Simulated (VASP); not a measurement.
Wanted: the native input for a VASP 6.6.1 run.

```
Task                   : single point
Functional             : PBE
Potentials or basis    : VASP PAW PBE potentials, release 64 (Cd, S)
Cutoff                 : 520 eV
k mesh                 : 12 × 12 × 12
Occupations            : gaussian, width 0.01 eV
Spin                   : no spin polarisation
Dipole correction      : no
Further INCAR settings : ALGO = Normal; EDIFF = 1e-06; NBANDS = 16
```

The structure of CdS lies in POSCAR:

```
CdS
1.0
    0.0000000000      2.7474986718      2.7474986718
    2.7474986718      0.0000000000      2.7474986718
    2.7474986718      2.7474986718      0.0000000000
Cd S
1 1
Direct
    0.0000000000      0.0000000000      0.0000000000
    0.5000000000      0.5000000000      0.5000000000
```

One way to write it, as run:

INCAR

```
ALGO = Normal
EDIFF = 1E-6
ENCUT = 520
GGA = PE
ISIF = 2
ISMEAR = 0
LASPH = T
LCHARG = F
LREAL = F
LWAVE = F
NBANDS = 16
NELM = 100
PREC = Accurate
SIGMA = 0.01
```

KPOINTS

```
k-points
0
Gamma
  12 12 12
```

Potentials or basis: VASP PAW PBE potentials, release 64 (Cd, S).

The run is started by

```bash
$ cat potpaw_PBE.64/Cd/POTCAR potpaw_PBE.64/S/POTCAR > POTCAR
$ mpirun -np 1 vasp_std > vasp.out
```

Results of the run:

The pressure is 0.4 GPa. The band gap on the k mesh is 0.25 eV, indirect (least direct gap 1.57 eV).

It took 25 s on 1 thread of AMD EPYC 9R45 96-Core Processor (Zen 5), on a shared host, peak memory 0.16 GiB.
